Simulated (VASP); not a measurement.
Write the native input for VASP 6.6.1 that does the following.

```yaml
Task: relaxation of cell and atoms
Functional: PBE
Potentials_or_basis: VASP PAW PBE potentials, release 64 (Nb_sv, C)
Cutoff: 600 eV
k_mesh: 6 × 6 × 6
Occupations: gaussian, width 0.1 eV
Spin: no spin polarisation
Dipole_correction: no
Further_INCAR_settings: ALGO = Normal; EDIFF = 1e-07; IBRION = 2; EDIFFG = -0.04; NSW = 90; ISIF = 3
```

The structure of NbC2 lies in POSCAR:

```
NbC2
1.0
    3.9683591300      0.0000000000      0.0000000000
   -1.9841795700      3.4366998200      0.0000000000
    0.0000000000      0.0000000000      2.8386580700
Nb C
1 2
Direct
    0.0000000000      0.0000000000      0.0000000000
    0.3333333300      0.6666666700      0.5000000000
    0.6666666700      0.3333333300      0.5000000000
```

The cell was built from a structure type or drawn by symmetry, and may not be a known phase.

These files were run (other wordings do the same):

INCAR

```
PREC     = Accurate       # precision mode
ENCUT    = 600            # plane-wave cutoff, eV
EDIFF    = 1E-7           # SCF threshold, eV
ISMEAR   = 0              # smearing method
SIGMA    = 0.1            # smearing width, eV
LREAL    = F              # projectors in reciprocal space
LASPH    = T              # aspherical terms in the spheres
NELM     = 100            # most SCF steps
ALGO     = Normal         # electronic algorithm
ISIF     = 3              # what is computed and relaxed
LWAVE    = F              # write WAVECAR
LCHARG   = F              # write CHGCAR
GGA      = PE             # functional
IBRION   = 2              # ionic algorithm
NSW      = 90             # ionic steps
EDIFFG   = -0.04          # ionic threshold
```

KPOINTS

```
Automatic mesh
0
Gamma
  6 6 6
```

Potentials or basis: VASP PAW PBE potentials, release 64 (Nb_sv, C).

Launch:

```bash
$ cat potpaw_PBE.64/Nb_sv/POTCAR potpaw_PBE.64/C/POTCAR > POTCAR
$ mpirun -np 1 vasp_std > vasp.out
```

It gave:

```yaml
Relaxed_volume: 9.11 Å³/atom
Relaxed_cell: a = 3.208 Å, b = 3.208 Å, c = 3.066 Å, α = 90.00°, β = 90.00°, γ = 120.00°
Space_group_after_relaxing_to_0.1_Å: P6/mmm (No. 191)
Energy_gained_by_relaxing: 972.6 meV/atom
Ionic_steps: 9
Pressure_after_relaxing: 0.1 GPa
Band_gap_on_the_k_mesh: zero (an odd number of electrons rules out a gap without spin polarisation)
```

Caveat: the k points lie up to 0.38 Å⁻¹ apart in the final cell, too coarse for converged energies and pressures of a metal; the volume moved by over 15 % at a fixed basis, so the end points are rough.

Wall time 3.4 min on 1 thread of Intel Xeon 8259CL, on a shared host, peak memory 0.19 GiB.
